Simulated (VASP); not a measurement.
# CuSi16 (a cell with a defect) in VASP: further runs

CuSi16 (a cell with a defect) is run at these levels: PBE+D3(BJ); tasks: single point.

Everything below comes from runs of VASP 6.6.1. Logs are shortened: lines on timing, memory, paths and dates and some standing lists are left out, and cuts for length are marked.

## (1) The cell of the first run

The cell holds a defect, 17 atoms: a = 7.679 Å, b = 7.679 Å, c = 7.679 Å, α = 60.00°, β = 60.00°, γ = 60.00°.

## (2) Single point, PBE+D3(BJ)

File INCAR:

```
SYSTEM = CuSi16
PREC = Accurate
ENCUT = 520
EDIFF = 1E-7
ISMEAR = 0
SIGMA = 0.02
LREAL = Auto
LASPH = .True.
NELM = 100
ALGO = Normal
ISIF = 2
LWAVE = .False.
LCHARG = .False.
GGA = PE
IVDW = 12
NELECT = 74.0
NBANDS = 52
```

File KPOINTS:

```
Automatic mesh
0
Gamma
  2 2 2
  0 0 0
```

File POSCAR:

```
CuSi16
1.0
    0.0000000000      5.4300000000      5.4300000000
    5.4300000000      0.0000000000      5.4300000000
    5.4300000000      5.4300000000      0.0000000000
Si Cu
16 1
Direct
   -0.0335044199      0.0058869245      0.0060661142
    0.1222102210      0.1136085635      0.1140986188
    0.0092514733     -0.0116597606      0.4979321363
    0.1287837017      0.1187067219      0.6383361878
    0.0090967772      0.4975807551     -0.0113755985
    0.1286223757      0.6382153775      0.1190229282
    0.0120296501      0.5013182320      0.5016747698
    0.1545065378      0.6172023020      0.6175058011
    0.4964172192     -0.0033350829     -0.0028286372
    0.5947802947      0.1360521179      0.1367057090
    0.5025049724     -0.0052779006      0.5101327808
    0.6372455801      0.1195571823      0.6248352670
    0.5024104972      0.5095121547     -0.0045898711
    0.6370731123      0.6242926335      0.1202712707
    0.5256792818      0.4920240331      0.4927452118
    0.6394093002      0.6222122468      0.6228923573
    0.1687231123      0.2735577348      0.2734916206
```

Potentials or basis: VASP PAW PBE potentials, release 64 (Si, Cu).

The run is started by

```bash
$ cat potpaw_PBE.64/Si/POTCAR potpaw_PBE.64/Cu/POTCAR > POTCAR
$ mpirun -np 1 vasp_std > vasp.out
```

OUTCAR:

```text
SYSTEM = CuSi16
   PREC = Accurate
   ENCUT = 520
   EDIFF = 1E-7
   ISMEAR = 0
   LREAL = Auto
   LASPH = .True.
   NELM = 100
   ISIF = 2
   GGA = PE
   IVDW = 12
   NELECT = 74.0
 IVDW          = 12

 ion  position               nearest neighbor table
   1  0.966  0.006  0.006-   6 2.32   4 2.32  10 2.33   2 2.34
   2  0.122  0.114  0.114-   1 2.34  17 2.35   9 2.35   3 2.41   5 2.41
   3  0.009  0.988  0.498-   8 2.33  12 2.33   2 2.41   4 2.45  17 2.46
   4  0.129  0.119  0.638-   1 2.32  11 2.34  17 2.35   7 2.40   3 2.45
   5  0.009  0.498  0.989-   8 2.33  14 2.33   2 2.41   6 2.45  17 2.46
   6  0.129  0.638  0.119-   1 2.32  13 2.34  17 2.35   7 2.40   5 2.45
   7  0.012  0.501  0.502-  16 2.34   8 2.35   4 2.40   6 2.40  17 2.54
   8  0.155  0.617  0.618-  15 2.33   5 2.33   3 2.33   7 2.35
   9  0.496  0.997  0.997-  12 2.34  14 2.34   2 2.35  10 2.37
  10  0.595  0.136  0.137-   1 2.33  11 2.35  13 2.35   9 2.37  17 2.67
  11  0.503  0.995  0.510-  16 2.34   4 2.34  12 2.35  10 2.35
  12  0.637  0.120  0.625-   3 2.33  15 2.34   9 2.34  11 2.35
  13  0.502  0.510  0.995-  16 2.34   6 2.34  14 2.35  10 2.35
  14  0.637  0.624  0.120-   5 2.33  15 2.34   9 2.34  13 2.35
  15  0.526  0.492  0.493-   8 2.33  12 2.34  14 2.34  16 2.35
  16  0.639  0.622  0.623-   7 2.34  11 2.34  13 2.34  15 2.35
  17  0.169  0.274  0.273-   2 2.35   6 2.35   4 2.35   5 2.46   3 2.46   7 2.54  10 2.67

  LATTYP: Found a face centered cubic cell.
 ALAT       =    10.8600000000

  Lattice vectors:

 A1 = (   0.0000000000,   5.4300000000,   5.4300000000)
 A2 = (   5.4300000000,   0.0000000000,   5.4300000000)
 A3 = (   5.4300000000,   5.4300000000,   0.0000000000)

Analysis of symmetry for initial positions (statically):
=====================================================================
 Subroutine PRICEL returns:
 Original cell was already a primitive cell.

 Routine SETGRP: Setting up the symmetry group for a
 face centered cubic supercell.

 Subroutine GETGRP returns: Found  1 space group operations
 (whereof  1 operations were pure point group operations)
 out of a pool of 48 trial point group operations.

The static configuration has the point symmetry C_1 .

Analysis of symmetry for dynamics (positions and initial velocities):
=====================================================================
 Subroutine PRICEL returns:
 Original cell was already a primitive cell.

 Routine SETGRP: Setting up the symmetry group for a
 face centered cubic supercell.

 Subroutine GETGRP returns: Found  1 space group operations
 (whereof  1 operations were pure point group operations)
 out of a pool of 48 trial point group operations.

The dynamic configuration has the point symmetry C_1 .

 Subroutine INISYM returns: Found  1 space group operations
 (whereof  1 operations are pure point group operations),
 and found     1 'primitive' translations

----------------------------------------------------------------------------------------

                                     Primitive cell

  volume of cell :     320.2060

  direct lattice vectors                    reciprocal lattice vectors
     0.000000000  5.430000000  5.430000000    -0.092081031  0.092081031  0.092081031
     5.430000000  0.000000000  5.430000000     0.092081031 -0.092081031  0.092081031
     5.430000000  5.430000000  0.000000000     0.092081031  0.092081031 -0.092081031

  length of vectors
     7.679179644  7.679179644  7.679179644     0.159489025  0.159489025  0.159489025

  position of ions in fractional coordinates (direct lattice)
     0.966495580  0.005886924  0.006066114
     0.122210221  0.113608564  0.114098619
     0.009251473  0.988340239  0.497932136
     0.128783702  0.118706722  0.638336188
     0.009096777  0.497580755  0.988624401
     0.128622376  0.638215378  0.119022928
[... 9 lines left out ...]
     0.639409300  0.622212247  0.622892357
     0.168723112  0.273557735  0.273491621

  ion indices of the primitive-cell ions
   primitive index   ion index
                 1           1
                 2           2
                 3           3
                 4           4
                 5           5
                 6           6
[... 9 lines left out ...]
                16          16
                17          17

----------------------------------------------------------------------------------------

 KPOINTS: Automatic mesh

Automatic generation of k-mesh.
 Grid dimensions read from file:
 generate k-points for:    2    2    2

 Generating k-lattice:

  Cartesian coordinates                     Fractional coordinates (reciprocal lattice)
    -0.046040516  0.046040516  0.046040516     0.500000000  0.000000000  0.000000000
     0.046040516 -0.046040516  0.046040516     0.000000000  0.500000000  0.000000000
     0.046040516  0.046040516 -0.046040516     0.000000000  0.000000000  0.500000000

  Length of vectors
     0.079744512  0.079744512  0.079744512

[... 81 lines left out ...]
  free energy    TOTEN  =       -94.22217215 eV

  energy without entropy =      -94.22217215  energy(sigma->0) =      -94.22217215

 E-fermi :   6.4069     XC(G=0):  -9.6102

 val. band max:        6.3259327595   @ k =   0.0000   0.0000   0.0000
 cond. band min:       6.4877566512   @ k =   0.0000   0.0000   0.0000
 fundamental gap:      0.1618238917
 Fermi energy:         6.4069331416

 k-point     1 :       0.0000    0.0000    0.0000
  band No.  band energies     occupation
      1      -5.8940      2.00000
      2      -3.5300      2.00000
      3      -3.5149      2.00000
      4      -3.4851      2.00000
      5      -3.4658      2.00000
      6      -2.0070      2.00000
[... 41 lines left out ...]
     48       8.4633      0.00000
     49       8.5751      0.00000

 k-point     2 :       0.5000    0.0000    0.0000
  band No.  band energies     occupation
      1      -5.2562      2.00000
      2      -4.8995      2.00000
      3      -3.2416      2.00000
      4      -3.2277      2.00000
      5      -3.1960      2.00000
      6      -3.0656      2.00000
[... 41 lines left out ...]
     48       9.8109      0.00000
     49       9.8462      0.00000

 k-point     3 :       0.0000    0.5000    0.0000
  band No.  band energies     occupation
      1      -5.1971      2.00000
      2      -4.9636      2.00000
      3      -3.3045      2.00000
      4      -3.2502      2.00000
      5      -3.1498      2.00000
      6      -3.0383      2.00000
[... 41 lines left out ...]
     48       9.8355      0.00000
     49       9.9671      0.00000

 k-point     4 :       0.0000    0.0000    0.5000
  band No.  band energies     occupation
      1      -5.1968      2.00000
      2      -4.9640      2.00000
      3      -3.3045      2.00000
      4      -3.2505      2.00000
      5      -3.1494      2.00000
      6      -3.0377      2.00000
[... 41 lines left out ...]
     48       9.8358      0.00000
     49       9.9673      0.00000

 k-point     5 :       0.5000    0.5000    0.5000
  band No.  band energies     occupation
      1      -5.1895      2.00000
      2      -4.9795      2.00000
      3      -3.3109      2.00000
      4      -3.2172      2.00000
      5      -3.1456      2.00000
      6      -3.0350      2.00000
[... 41 lines left out ...]
     48       9.8156      0.00000
     49       9.9043      0.00000

 k-point     6 :       0.5000    0.5000    0.0000
  band No.  band energies     occupation
      1      -4.9324      2.00000
      2      -4.7140      2.00000
      3      -3.8833      2.00000
      4      -3.7739      2.00000
      5      -3.7445      2.00000
      6      -3.7368      2.00000
[... 41 lines left out ...]
     48      10.4699      0.00000
     49      10.4853      0.00000

 k-point     7 :       0.0000    0.5000    0.5000
  band No.  band energies     occupation
      1      -4.9267      2.00000
      2      -4.7215      2.00000
      3      -3.8830      2.00000
      4      -3.7622      2.00000
      5      -3.7599      2.00000
      6      -3.7299      2.00000
[... 41 lines left out ...]
     48      10.4731      0.00000
     49      10.4878      0.00000

 k-point     8 :       0.5000    0.0000    0.5000
  band No.  band energies     occupation
      1      -4.9327      2.00000
      2      -4.7136      2.00000
      3      -3.8828      2.00000
      4      -3.7740      2.00000
      5      -3.7447      2.00000
      6      -3.7371      2.00000
[... 41 lines left out ...]
     48      10.4695      0.00000
     49      10.4854      0.00000
 [bands above 49 left out]

------------------------ aborting loop because EDIFF is reached ----------------------------------------

 Edisp (eV)   -5.67129

 E8    (eV) :    -2.3523

  FORCE on cell =-STRESS in cart. coord.  units (eV):
  Direction    XX          YY          ZZ          XY          YZ          ZX
  --------------------------------------------------------------------------------------
  -------------------------------------------------------------------------------------
  Total      -7.86301    -7.23351    -7.24220    -0.11317    -0.74063    -0.09951
  in kB     -39.34321   -36.19347   -36.23696    -0.56627    -3.70578    -0.49788
  external pressure =      -37.26 kB  Pullay stress =        0.00 kB

 VOLUME and BASIS-vectors are now :
 -----------------------------------------------------------------------------
  energy-cutoff  :      520.00
  volume of cell :      320.21
      direct lattice vectors                 reciprocal lattice vectors
     0.000000000  5.430000000  5.430000000    -0.092081031  0.092081031  0.092081031
     5.430000000  0.000000000  5.430000000     0.092081031 -0.092081031  0.092081031
     5.430000000  5.430000000  0.000000000     0.092081031  0.092081031 -0.092081031

 POSITION                                       TOTAL-FORCE (eV/Angst)
 -----------------------------------------------------------------------------------
      0.06491      5.28101      5.28004        -0.001775      0.015036      0.016884
      1.23645      1.28316      1.28050         0.001474     -0.016455     -0.009552
      8.07046      2.75401      5.41692        -0.001005      0.007117     -0.004366
      4.11074      4.16546      1.34387         0.003013     -0.020165     -0.011543
      8.07009      5.41763      2.75126         0.004471     -0.000343      0.007608
      4.11180      1.34471      4.16393        -0.002916     -0.010044     -0.023281
[... 9 lines left out ...]
      6.76092      6.85430      6.85061        -0.013343     -0.002729     -0.003756
      2.97048      2.40123      2.40158         0.013319      0.019197      0.013850
 -----------------------------------------------------------------------------------
    total drift:                               -0.000336     -0.005272     -0.004118

  FREE ENERGIE OF THE ION-ELECTRON SYSTEM (eV)
  ---------------------------------------------------
  free  energy   TOTEN  =       -99.8934596913 eV

  energy  without entropy=      -99.8934596911  energy(sigma->0) =      -99.89345969
```

Wall time 14 min (1 thread of AMD EPYC 7R13, shared host); peak memory 0.46 GiB.

What came out:

* Free energy: -99.8935 eV
* Largest force: 0.027 eV/Å
* Dispersion energy per atom: -0.334 eV

Forces in eV/Å, atoms in the order of the input:
```
Si  -0.002  0.015  0.017
Si   0.001 -0.016 -0.010
Si  -0.001  0.007 -0.004
Si   0.003 -0.020 -0.012
Si   0.004  0.000  0.008
Si  -0.003 -0.010 -0.023
Si   0.012  0.003  0.007
Si   0.001 -0.003 -0.007
Si   0.007  0.012  0.006
Si  -0.020  0.001  0.003
Si   0.003  0.004  0.002
Si  -0.009 -0.004  0.001
Si   0.008  0.000  0.004
Si  -0.013  0.001 -0.002
Si   0.007 -0.004  0.000
Si  -0.013 -0.003 -0.004
Cu   0.013  0.019  0.014
```

Caveat: the k points lie up to 0.50 Å⁻¹ apart; the cell carries a net charge on a neutralising background, which shifts energy and pressure; the cell is charged against a uniform background, so pressure and absolute levels hang on convention.

## (3) Single point, PBE+D3(BJ)

File INCAR:

```
PREC = Accurate
ENCUT = 520
EDIFF = 1E-7
ISMEAR = 0
SIGMA = 0.02
LREAL = Auto
LASPH = True
NELM = 60
ALGO = Normal
ISIF = 2
LWAVE = False
LCHARG = True
GGA = PE
IVDW = 12
LELF = True
LVHAR = True
NELECT = 74.0
NBANDS = 52
```

File KPOINTS:

```
Automatic mesh
0
Gamma
  2 2 2
```

File POSCAR:

```
CuSi16
1.0
    0.0000000000      5.4300000000      5.4300000000
    5.4300000000      0.0000000000      5.4300000000
    5.4300000000      5.4300000000      0.0000000000
Si Cu
16 1
Direct
    0.0061469613     -0.0375535912      0.0157738490
    0.1195576427      0.1213239411      0.1132506446
   -0.0117614180     -0.0019691529      0.5061877532
    0.1200994475      0.1195337017      0.6449211786
   -0.0018623389      0.4928674954      0.0018794659
    0.1379970534      0.5906046041      0.1370674033
   -0.0016251381      0.4911328729      0.5100087477
    0.1173182320      0.6268692449      0.6286370166
    0.5039249540      0.0046551565     -0.0206301105
    0.6378738490      0.1226237569      0.1187370166
    0.5036821363      0.0032394107      0.5100909761
    0.6206918048      0.1592571823      0.6082512891
    0.5100910681      0.4943989871     -0.0015113260
    0.6266265193      0.6336432781      0.1160281768
    0.4893987109      0.5310386740      0.4899320442
    0.6269340700      0.6321373849      0.6251692449
    0.3044186924      0.0828746777      0.3051164825
```

Potentials or basis: VASP PAW PBE potentials, release 64 (Si, Cu).

The run is started by

```bash
$ cat potpaw_PBE.64/Si/POTCAR potpaw_PBE.64/Cu/POTCAR > POTCAR
$ mpirun -np 1 vasp_std > vasp.out
```

It took 12 min on 1 thread of AMD EPYC 7R13, shared host; peak memory 0.46 GiB.

It converged, with:

```
Free energy                : -99.8491 eV
Largest force              : 0.075 eV/Å
Dispersion energy per atom : -0.334 eV
```

Forces in eV/Å, atoms in the order of the input:
```
Si  -0.029 -0.013 -0.033
Si   0.015  0.036  0.012
Si  -0.008  0.003  0.038
Si   0.003  0.004 -0.024
Si  -0.018 -0.010 -0.017
Si  -0.018  0.007 -0.003
Si   0.005 -0.004  0.004
Si   0.008 -0.020 -0.009
Si   0.006 -0.010 -0.004
Si  -0.036  0.034  0.030
Si   0.029  0.037  0.027
Si   0.019 -0.019 -0.038
Si  -0.013  0.006 -0.006
Si  -0.012  0.002 -0.008
Si   0.006 -0.003  0.005
Si  -0.007 -0.006 -0.007
Cu   0.050 -0.045  0.032
```

Levels at points of the mesh, in eV from the Fermi level:
| k point | band 33 | band 34 | band 35 | band 36 | band 37 | band 38 | band 39 | band 40 | band 41 | band 42 |
| --- | --- | --- | --- | --- | --- | --- | --- | --- | --- | --- |
| (0.00, 0.00, 0.00) | -1.20 | -1.13 | -0.52 | -0.17 | -0.08 | 0.08 | 0.11 | 0.52 | 0.56 | 0.73 |
| (0.50, 0.00, 0.00) | -2.02 | -1.09 | -0.98 | -0.93 | -0.70 | 0.66 | 1.03 | 1.10 | 1.29 | 1.40 |
| (0.00, 0.50, 0.00) | -2.20 | -0.94 | -0.93 | -0.62 | -0.45 | 0.55 | 1.00 | 1.42 | 1.46 | 1.53 |
| (0.00, 0.00, 0.50) | -2.02 | -1.08 | -1.02 | -0.94 | -0.76 | 0.65 | 1.02 | 1.07 | 1.26 | 1.38 |
| (0.50, 0.50, 0.50) | -2.02 | -1.09 | -1.01 | -0.93 | -0.76 | 0.65 | 1.02 | 1.07 | 1.26 | 1.38 |
| (0.50, 0.50, 0.00) | -1.85 | -1.67 | -1.51 | -1.49 | -1.14 | 0.70 | 0.80 | 1.87 | 2.07 | 2.19 |
| (0.00, 0.50, 0.50) | -1.82 | -1.67 | -1.50 | -1.47 | -1.19 | 0.70 | 0.82 | 1.88 | 2.06 | 2.19 |
| (0.50, 0.00, 0.50) | -1.81 | -1.67 | -1.50 | -1.47 | -1.19 | 0.70 | 0.82 | 1.88 | 2.06 | 2.19 |

Caveat: the k points lie up to 0.50 Å⁻¹ apart; the cell carries a net charge on a neutralising background, which shifts energy and pressure; the cell is charged against a uniform background, so pressure and absolute levels hang on convention.

## (4) Single point, PBE+D3(BJ)

File INCAR:

```
SYSTEM = CuSi16
PREC = Accurate ; ENCUT = 520
EDIFF = 1E-7 ; ISMEAR = 0
SIGMA = 0.02 ; LREAL = Auto
LASPH = .True. ; NELM = 60
ALGO = Normal ; ISIF = 2
LWAVE = .False. ; LCHARG = .False.
GGA = PE ; IVDW = 12
NBANDS = 52 ; NELECT = 74.0
```

File KPOINTS:

```
Automatic mesh
0
Gamma
  2 2 2
  0 0 0
```

File POSCAR:

```
CuSi16
1.0
    0.0000000000      5.4300000000      5.4300000000
    5.4300000000      0.0000000000      5.4300000000
    5.4300000000      5.4300000000      0.0000000000
Si Cu
16 1
Direct
    0.0060301105     -0.0290800184      0.0143356354
    0.1236743094      0.1205671271      0.1173488950
   -0.0144303867     -0.0011959484      0.5097022099
    0.1210430939      0.1168591160      0.6408620626
   -0.0005475138      0.4920290976      0.0040756906
    0.1326712707      0.5998613260      0.1357970534
    0.0014306630      0.4890223757      0.5098853591
    0.1172281768      0.6255532228      0.6300817680
    0.5087640884      0.0071390424     -0.0261985267
    0.6357209945      0.1217631676      0.1177195212
    0.5048476059     -0.0000770718      0.5092273481
    0.6184682320      0.1613382136      0.6024024862
    0.5053381215      0.4933353591      0.0035688766
    0.6271099448      0.6334834254      0.1140488029
    0.4898201657      0.5332492634      0.4896115101
    0.6290453039      0.6268090239      0.6295650092
    0.3404348987     -0.0153671271      0.3328720994
```

The run is started by

```bash
$ cat potpaw_PBE.64/Si/POTCAR potpaw_PBE.64/Cu/POTCAR > POTCAR
$ mpirun -np 1 vasp_std > vasp.out
```

Wall time 12 min (1 thread of AMD EPYC 7R13, shared host); peak memory 0.46 GiB.

It converged, with:

```yaml
Free_energy: -99.8844 eV
Largest_force: 0.091 eV/Å
Dispersion_energy_per_atom: -0.334 eV
```

Forces in eV/Å, atoms in the order of the input:
```
Si   0.003 -0.006  0.005
Si   0.003  0.025 -0.007
Si  -0.001 -0.003  0.023
Si   0.007 -0.005 -0.012
Si  -0.006 -0.013 -0.007
Si  -0.017  0.003  0.001
Si  -0.002 -0.013  0.006
Si   0.018 -0.028  0.000
Si   0.007 -0.002  0.003
Si  -0.023  0.016  0.009
Si   0.028  0.015  0.030
Si   0.027 -0.038 -0.006
Si  -0.007  0.000 -0.005
Si  -0.009 -0.001  0.002
Si   0.012 -0.012  0.003
Si   0.002 -0.001  0.003
Cu  -0.041  0.064 -0.050
```

Levels at points of the mesh, in eV from the Fermi level:
| k point | band 33 | band 34 | band 35 | band 36 | band 37 | band 38 | band 39 | band 40 | band 41 | band 42 |
| --- | --- | --- | --- | --- | --- | --- | --- | --- | --- | --- |
| (0.00, 0.00, 0.00) | -1.16 | -1.09 | -0.60 | -0.23 | -0.07 | 0.07 | 0.26 | 0.55 | 0.58 | 0.68 |
| (0.50, 0.00, 0.00) | -2.05 | -1.01 | -0.94 | -0.90 | -0.76 | 0.57 | 1.06 | 1.18 | 1.28 | 1.41 |
| (0.00, 0.50, 0.00) | -2.20 | -0.94 | -0.92 | -0.65 | -0.50 | 0.51 | 1.00 | 1.34 | 1.40 | 1.54 |
| (0.00, 0.00, 0.50) | -2.06 | -0.98 | -0.95 | -0.93 | -0.81 | 0.52 | 1.10 | 1.16 | 1.28 | 1.39 |
| (0.50, 0.50, 0.50) | -2.05 | -1.01 | -0.94 | -0.90 | -0.76 | 0.57 | 1.06 | 1.18 | 1.27 | 1.42 |
| (0.50, 0.50, 0.00) | -1.85 | -1.55 | -1.53 | -1.47 | -1.15 | 0.65 | 0.91 | 1.90 | 2.05 | 2.16 |
| (0.00, 0.50, 0.50) | -1.89 | -1.57 | -1.52 | -1.44 | -1.20 | 0.66 | 0.91 | 1.91 | 2.04 | 2.16 |
| (0.50, 0.00, 0.50) | -1.86 | -1.55 | -1.53 | -1.47 | -1.15 | 0.65 | 0.92 | 1.90 | 2.05 | 2.16 |

Caveat: the k points lie up to 0.50 Å⁻¹ apart; the cell carries a net charge on a neutralising background, which shifts energy and pressure; the cell is charged against a uniform background, so pressure and absolute levels hang on convention.
